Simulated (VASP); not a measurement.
**TiSb: single point with LDA**

TiSb:

```
Ti Sb
1.0
     4.04784    0.00000    0.00000
    -2.02392    3.50553    0.00000
     0.00000    0.00000    6.19868
Ti Sb
2 2
Direct
  0.00000 0.00000 0.00000
  0.00000 0.00000 0.50000
  0.33333 0.66667 0.25000
  0.66667 0.33333 0.75000
```

```yaml
Program: VASP 6.6.1
Task: single point
Functional: LDA
Potentials_or_basis: VASP PAW LDA potentials, release 64 (Ti_sv, Sb)
Cutoff: 520 eV
k_mesh: 12 × 12 × 7
Occupations: fermi-dirac, width 0.03 eV
Spin: no spin polarisation
```

The pressure is -5.2 GPa. The band gap on the k mesh is zero (bands 17 and 18 overlap by 0.50 eV).

Stress tensor (GPa, compression positive):
```
-5.14  0.00  0.00
 0.00 -5.14  0.00
 0.00  0.00 -5.24
```

Levels at points of the mesh, in eV from the Fermi level:
```tsv
k point	band 14	band 15	band 16	band 17	band 18	band 19	band 20	band 21
(0.00, 0.00, 0.00)	-1.09	-0.30	-0.30	-0.02	-0.02	1.05	1.05	1.27
(0.50, 0.00, 0.00)	-2.70	-2.40	-1.47	-1.30	0.60	0.69	0.75	0.77
```

Run time: 2.1 min on 1 thread of AMD EPYC 7R43 64-Core Processor (Zen 3), on a shared host, peak memory 0.24 GiB.

Caveat: the cell stands under tension; spin-orbit coupling is left out, which moves the levels of the heavy elements.
